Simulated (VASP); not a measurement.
# Pt (Fm-3m) in VASP: single point with LDA

Aim: the single point of Pt with LDA.

All numbers are computed with VASP 6.6.1; they aren't measurements. Logs are shortened: lines on timing, memory, paths and dates and some standing lists are left out, and cuts for length are marked.

### 1 The cell of the first run

Symmetry: Fm-3m, No. 225, cubic system. Conventional cell: a = 3.894 Å, b = 3.894 Å, c = 3.894 Å, α = 90.00°, β = 90.00°, γ = 90.00°. Pt (site symmetry m-3m) has 12 Pt at 2.75 Å within 3.6 Å.

### 2 Single point, LDA

INCAR

```
PREC     = Accurate       # precision mode
ENCUT    = 500            # plane-wave cutoff, eV
EDIFF    = 1E-6           # SCF threshold, eV
ISMEAR   = 0              # smearing method
SIGMA    = 0.1            # smearing width, eV
LREAL    = F              # projectors in reciprocal space
LASPH    = T              # aspherical terms in the spheres
NELM     = 120            # most SCF steps
ALGO     = Normal         # electronic algorithm
ISIF     = 2              # what is computed and relaxed
LWAVE    = F              # write WAVECAR
LCHARG   = F              # write CHGCAR
NBANDS   = 11             # bands
GGA_COMPAT= F
```

KPOINTS

```
regular mesh
0
Gamma
  18 18 18
```

POSCAR

```
Pt
1.0
    0.0000000000      1.9467946926      1.9467946926
    1.9467946926      0.0000000000      1.9467946926
    1.9467946926      1.9467946926      0.0000000000
Pt
1
Direct
    0.0000000000      0.0000000000      0.0000000000
```

Potentials or basis: VASP PAW LDA potentials, release 64 (Pt).

Launch:

```sh
$ cat potpaw_LDA.64/Pt/POTCAR > POTCAR
$ mpirun -np 1 vasp_std > vasp.out
```

OUTCAR:

```text
PREC = Accurate
   ENCUT = 500
   EDIFF = 1E-6
   ISMEAR = 0
   LREAL = F
   LASPH = T
   NELM = 120
   ISIF = 2

 ion  position               nearest neighbor table
   1  0.000  0.000  0.000-

  LATTYP: Found a face centered cubic cell.
 ALAT       =     3.8935893852

  Lattice vectors:

 A1 = (   0.0000000000,   1.9467946926,   1.9467946926)
 A2 = (   1.9467946926,   0.0000000000,   1.9467946926)
 A3 = (   1.9467946926,   1.9467946926,   0.0000000000)

Analysis of symmetry for initial positions (statically):
=====================================================================
 Subroutine PRICEL returns:
 Original cell was already a primitive cell.

 Routine SETGRP: Setting up the symmetry group for a
 face centered cubic supercell.

 Subroutine GETGRP returns: Found 48 space group operations
 (whereof 48 operations were pure point group operations)
 out of a pool of 48 trial point group operations.

The static configuration has the point symmetry O_h .

Analysis of symmetry for dynamics (positions and initial velocities):
=====================================================================
 Subroutine PRICEL returns:
 Original cell was already a primitive cell.

 Routine SETGRP: Setting up the symmetry group for a
 face centered cubic supercell.

 Subroutine GETGRP returns: Found 48 space group operations
 (whereof 48 operations were pure point group operations)
 out of a pool of 48 trial point group operations.

The dynamic configuration has the point symmetry O_h .

 Subroutine INISYM returns: Found 48 space group operations
 (whereof 48 operations are pure point group operations),
 and found     1 'primitive' translations

----------------------------------------------------------------------------------------

                                     Primitive cell

  volume of cell :      14.7567

  direct lattice vectors                    reciprocal lattice vectors
     0.000000000  1.946794693  1.946794693    -0.256832424  0.256832424  0.256832424
     1.946794693  0.000000000  1.946794693     0.256832424 -0.256832424  0.256832424
     1.946794693  1.946794693  0.000000000     0.256832424  0.256832424 -0.256832424

  length of vectors
     2.753183457  2.753183457  2.753183457     0.444846807  0.444846807  0.444846807

  position of ions in fractional coordinates (direct lattice)
     0.000000000  0.000000000  0.000000000

  ion indices of the primitive-cell ions
   primitive index   ion index
                 1           1

----------------------------------------------------------------------------------------

 KPOINTS: regular mesh

Automatic generation of k-mesh.
 Grid dimensions read from file:
 generate k-points for:   18   18   18

 Generating k-lattice:

  Cartesian coordinates                     Fractional coordinates (reciprocal lattice)
    -0.014268468  0.014268468  0.014268468     0.055555556  0.000000000  0.000000000
     0.014268468 -0.014268468  0.014268468     0.000000000  0.055555556  0.000000000
     0.014268468  0.014268468 -0.014268468     0.000000000  0.000000000  0.055555556

  Length of vectors
     0.024713712  0.024713712  0.024713712

  Shift w.r.t. Gamma in fractional coordinates (k-lattice)
     0.000000000  0.000000000  0.000000000

 Subroutine IBZKPT returns following result:
 ===========================================

 Found    195 irreducible k-points:

 Following reciprocal coordinates:
            Coordinates               Weight
  0.000000  0.000000  0.000000      1.000000
  0.055556  0.000000  0.000000      8.000000
  0.111111  0.000000  0.000000      8.000000
  0.166667  0.000000  0.000000      8.000000
  0.222222  0.000000  0.000000      8.000000
  0.277778  0.000000  0.000000      8.000000
[... 16 lines left out ...]
 -0.277778  0.055556  0.000000     24.000000
 -0.222222  0.055556  0.000000     24.000000
 [... further k-points ...]
   k-points           NKPTS =    195   k-points in BZ     NKDIM =    195   number of bands    NBANDS=     11
   number of dos      NEDOS =    301   number of ions     NIONS =      1
   total plane-waves  NPLWV =   8000
   dimension x,y,z NGX =    20 NGY =   20 NGZ =   20
   dimension x,y,z NGXF=    40 NGYF=   40 NGZF=   40
   ions per type =               1
   NGX,Y,Z   is equivalent  to a cutoff of  12.08, 12.08, 12.08 a.u.
   NGXF,Y,Z  is equivalent  to a cutoff of  24.15, 24.15, 24.15 a.u.
 SYSTEM =  unknown system
   PREC   = accura    normal or accurate (medium, high low for compatibility)
   ISTART =      0    job   : 0-new  1-cont  2-samecut
   ICHARG =      2    charge: 1-file 2-atom 10-const
   ISPIN  =      1    spin polarized calculation?
   LNONCOLLINEAR =      F non collinear calculations
   LSORBIT =      F    spin-orbit coupling
   LASPH  =      T    aspherical Exc in radial PAW
   ENCUT  =  500.0 eV  36.75 Ry    6.06 a.u.   5.02  5.02  5.02*2*pi/ulx,y,z
   NELM   =    120;   NELMIN=  2; NELMDL= -5     # of ELM steps
   EDIFF  = 0.1E-05   stopping-criterion for ELM
   LREAL  =      F    real-space projection
   EDIFFG = 0.1E-04   stopping-criterion for IOM
   NSW    =      0    number of steps for IOM
   IBRION =     -1    ionic relax: 0-MD 1-quasi-New 2-CG
   NFREE  =      0    steps in history (QN), initial steepest desc. (CG)
   ISIF   =      2    stress and relaxation
   ISYM   =      2    0-nonsym 1-usesym 2-fastsym
   POTIM  = 0.5000    time-step for ionic-motion
   TEBEG  =    0.0;   TEEND  =   0.0 temperature during run
   PSTRESS=    0.0 pullay stress
   NELECT =      10.0000    total number of electrons
   NUPDOWN=      -1.0000    fix difference up-down
   EMIN   =  10.00;   EMAX   =-10.00  energy-range for DOS
   EFERMI =   0.00;   METHOD = LEGACY
   ISMEAR =     0;   SIGMA  =   0.10  broadening in eV -4-tet -1-fermi 0-gaus
   EFERMI_NEDOS =   21; number of points for ismear=-14 and -15
   IALGO  =     38    algorithm
   IMIX   =      4    mixing-type and parameters
     AMIX     =   0.40;   BMIX     =  1.00
     AMIX_MAG =   1.60;   BMIX_MAG =  1.00
  volume/ion in A,a.u.               =      14.76        99.58
  Fermi-wavevector in a.u.,A,eV,Ry     =   1.437953  2.717337 28.132885  2.067709
  Thomas-Fermi vector in A             =   2.556974
   LORBIT       =      0    0 simple, 1 ext, 2 COOP (PROOUT), +10 PAW based schemes
   GGA     = CA    functional components
   LHFCALC =     F    Hartree Fock is set to
   AEXX    =    0.0000 exact exchange contribution
   IVDW    =     0    specifies the selected vdW correction
   LEPSILON=     F    determine dielectric tensor
   LRPA    =     F    only Hartree local field effects (RPA)
 non-spin polarized calculation
 Gauss-broadening in eV      SIGMA  =   0.10
  energy-cutoff  :      500.00
  volume of cell :       14.76
 maximum number of plane-waves:       388
   NGX =  9   NGY =  9   NGZ =  9

 number of electron      10.0000000 magnetization

 Free energy of the ion-electron system (eV)
  ---------------------------------------------------
  ext. energy  EPLUGINS =         0.00000000
  ---------------------------------------------------
  free energy    TOTEN  =        -7.50697719 eV

  energy without entropy =       -7.49667056  energy(sigma->0) =       -7.50182387

 E-fermi :  11.5712     XC(G=0): -13.8141

 val. band max:       11.5664801915   @ k =  -0.3333   0.3889   0.1111
 cond. band min:      11.5823478384   @ k =   0.3889   0.2222   0.0000
 fundamental gap:      0.0158676470
 Fermi energy:        11.5711579575

 k-point     1 :       0.0000    0.0000    0.0000
  band No.  band energies     occupation
      1       1.0761      2.00000
      2       7.6115      2.00000
      3       7.6115      2.00000
      4       7.6115      2.00000
      5       9.8828      2.00000
      6       9.8828      2.00000
      7      26.1251      0.00000
      8      31.1701      0.00000
      9      31.1701      0.00000
     10      31.1701      0.00000
     11      36.7037      0.00000

 k-point     2 :       0.0556    0.0000    0.0000
  band No.  band energies     occupation
      1       1.2035      2.00000
      2       7.5529      2.00000
      3       7.6631      2.00000
      4       7.6631      2.00000
      5       9.8527      2.00000
      6       9.8527      2.00000
      7      26.3287      0.00000
      8      30.5118      0.00000
      9      31.3700      0.00000
     10      31.3700      0.00000
     11      37.4480      0.00000

 k-point     3 :       0.1111    0.0000    0.0000
  band No.  band energies     occupation
      1       1.5738      2.00000
      2       7.4029      2.00000
      3       7.7986      2.00000
      4       7.7986      2.00000
      5       9.7881      2.00000
      6       9.7881      2.00000
      7      26.8856      0.00000
      8      29.1243      0.00000
      9      31.9524      0.00000
     10      31.9524      0.00000
     11      38.3543      0.00000

 k-point     4 :       0.1667    0.0000    0.0000
  band No.  band energies     occupation
      1       2.1454      2.00000
      2       7.2364      2.00000
      3       7.9522      2.00000
      4       7.9522      2.00000
      5       9.7684      2.00000
      6       9.7684      2.00000
      7      27.5422      0.00000
      8      27.6025      0.00000
      9      32.8615      0.00000
     10      32.8615      0.00000
     11      36.7739      0.00000

 k-point     5 :       0.2222    0.0000    0.0000
  band No.  band energies     occupation
      1       2.8255      2.00000
      2       7.1813      2.00000
      3       8.0209      2.00000
      4       8.0209      2.00000
      5       9.9074      2.00000
      6       9.9074      2.00000
      7      25.8667      0.00000
      8      28.0426      0.00000
      9      33.9605      0.00000
     10      33.9605      0.00000
     11      35.3951      0.00000
[... 211 lines left out ...]
 k-point    21 :      -0.3889    0.0556    0.0000
  band No.  band energies     occupation
      1       4.0762      2.00000
      2       7.5858      2.00000
      3       7.7142      2.00000
      4       9.3031      2.00000
      5      11.0852      2.00000
      6      11.8874      0.00001
      7      19.4059      0.00000
      8      26.2760      0.00000
      9      30.5663      0.00000
     10      31.8478      0.00000
     11      38.3168      0.00000

 k-point    22 :      -0.3333    0.0556    0.0000
  band No.  band energies     occupation
      1       3.9966      2.00000
      2       7.7210      2.00000
      3       7.8391      2.00000
      4       8.2787      2.00000
      5      10.5854      2.00000
      6      11.3621      1.99688
      7      21.3983      0.00000
      8      26.8668      0.00000
      9      31.3580      0.00000
     10      33.3280      0.00000
     11      36.5340      0.00000

 k-point    23 :      -0.2778    0.0556    0.0000
  band No.  band energies     occupation
      1       3.7120      2.00000
      2       7.4473      2.00000
      3       7.9125      2.00000
      4       7.9887      2.00000
      5      10.0705      2.00000
      6      10.8374      2.00000
      7      23.4554      0.00000
      8      27.6273      0.00000
      9      32.3291      0.00000
     10      34.8715      0.00000
     11      35.1991      0.00000

 k-point    24 :      -0.2222    0.0556    0.0000
  band No.  band energies     occupation
      1       3.1568      2.00000
      2       7.1051      2.00000
      3       8.0238      2.00000
      4       8.0929      2.00000
      5       9.6677      2.00000
      6      10.3800      2.00000
      7      25.3590      0.00000
      8      28.1627      0.00000
      9      32.8162      0.00000
     10      34.1766      0.00000
     11      35.4387      0.00000

 [... further k-points ...]
[... 5 lines left out ...]
  --------------------------------------------------------------------------------------
  -------------------------------------------------------------------------------------
  Total        0.0750077      0.0750077      0.0750077     -0.0000000      0.0000000      0.0000000
  in kB        8.1437803      8.1437803      8.1437803     -0.0000000      0.0000000      0.0000000
  external PRESSURE =       8.1437803 kB  Pullay stress =       0.0000000 kB

 VOLUME and BASIS-vectors are now :
 -----------------------------------------------------------------------------
  energy-cutoff  :      500.00
  volume of cell :       14.76
      direct lattice vectors                 reciprocal lattice vectors
     0.000000000  1.946794693  1.946794693    -0.256832424  0.256832424  0.256832424
     1.946794693  0.000000000  1.946794693     0.256832424 -0.256832424  0.256832424
     1.946794693  1.946794693  0.000000000     0.256832424  0.256832424 -0.256832424

 POSITION                                       TOTAL-FORCE (eV/Angst)
 -----------------------------------------------------------------------------------
      0.00000      0.00000      0.00000         0.000000      0.000000     -0.000000
 -----------------------------------------------------------------------------------
    total drift:                                0.000000     -0.000000      0.000000

  FREE ENERGIE OF THE ION-ELECTRON SYSTEM (eV)
  ---------------------------------------------------
  free  energy   TOTEN  =        -7.5069771905 eV

  energy  without entropy=       -7.4966705562  energy(sigma->0) =       -7.50182387
```

Wall time 44 s (1 thread of Intel Xeon 8259CL, shared host); peak memory 0.14 GiB.

Results:

```
Free energy            : -7.5070 eV
Pressure               : 0.8 GPa
Band gap on the k mesh : zero (bands 5 and 6 overlap by 2.32 eV)
```

Levels at points of the mesh, in eV from the Fermi level:
```tsv
k point	band 2	band 3	band 4	band 5	band 6	band 7	band 8	band 9
(0.00, 0.00, 0.00)	-3.96	-3.96	-3.96	-1.69	-1.69	14.55	19.60	19.60
(0.50, 0.00, 0.00)	-4.02	-4.02	-0.57	0.05	0.05	5.99	14.13	19.04
(0.50, 0.50, 0.00)	-6.89	0.03	0.51	0.51	1.72	9.10	11.40	11.40
```

Caveat: spin-orbit coupling is left out, which moves the levels of the heavy elements.
